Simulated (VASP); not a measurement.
**LaScAs2: single point with r2SCAN**

Crystal: LaScAs2.

```
Sc La As
1.0
     2.07168    1.19609    6.71258
    -2.07168    1.19609    6.71258
     0.00000   -2.39217    6.71258
Sc La As
1 1 2
Cartesian
  2.0717 1.1961 6.7126
  0.0000 0.0000 10.0689
  0.0000 0.0000 5.2267
  0.0000 0.0000 14.9110
```

```json
{"Program": "VASP 6.6.1", "Task": "single point", "Functional": "r2SCAN", "Potentials or basis": "VASP PAW PBE potentials, release 64 (Sc_sv, La, As)", "Cutoff": "520 eV", "k mesh": "8 × 8 × 8", "Occupations": "fermi-dirac, width 0.02 eV", "Spin": "no spin polarisation", "Dipole correction": "no", "Further INCAR settings": "ALGO = Normal; EDIFF = 1e-07; NBANDS = 24"}
```

| Item | Value |
| --- | --- |
| Pressure | 0.0 GPa |
| Largest force | 0.034 eV/Å |
| Band gap on the k mesh | zero (bands 16 and 17 overlap by 0.53 eV) |

Forces in eV/Å, atoms in the order of the input:
```
Sc   0.000  0.000  0.000
La   0.000  0.000  0.000
As   0.000  0.000 -0.034
As   0.000  0.000  0.034
```

Levels at points of the mesh, in eV from the Fermi level:
| k point | band 13 | band 14 | band 15 | band 16 | band 17 | band 18 | band 19 | band 20 |
| --- | --- | --- | --- | --- | --- | --- | --- | --- |
| (0.00, 0.00, 0.00) | -2.04 | 0.19 | 0.19 | 0.34 | 1.44 | 1.44 | 1.48 | 2.00 |
| (0.50, 0.00, 0.00) | -2.36 | -1.77 | -1.25 | -1.25 | 1.35 | 1.74 | 2.64 | 2.67 |
| (0.50, 0.50, 0.00) | -1.96 | -1.95 | -0.91 | -0.66 | -0.19 | 2.50 | 2.72 | 2.75 |
| (0.50, 0.50, 0.50) | -1.48 | -1.48 | -1.05 | -1.05 | 1.69 | 1.82 | 1.82 | 2.39 |

Run time: 39 min on 1 thread of Intel(R) Xeon(R) 6975P-C (Granite Rapids), on a shared host, peak memory 0.57 GiB.

Caveat: the PAW data sets were made with another functional, which shifts forces and pressure a little; spin-orbit coupling is left out, which moves the levels of the heavy elements.
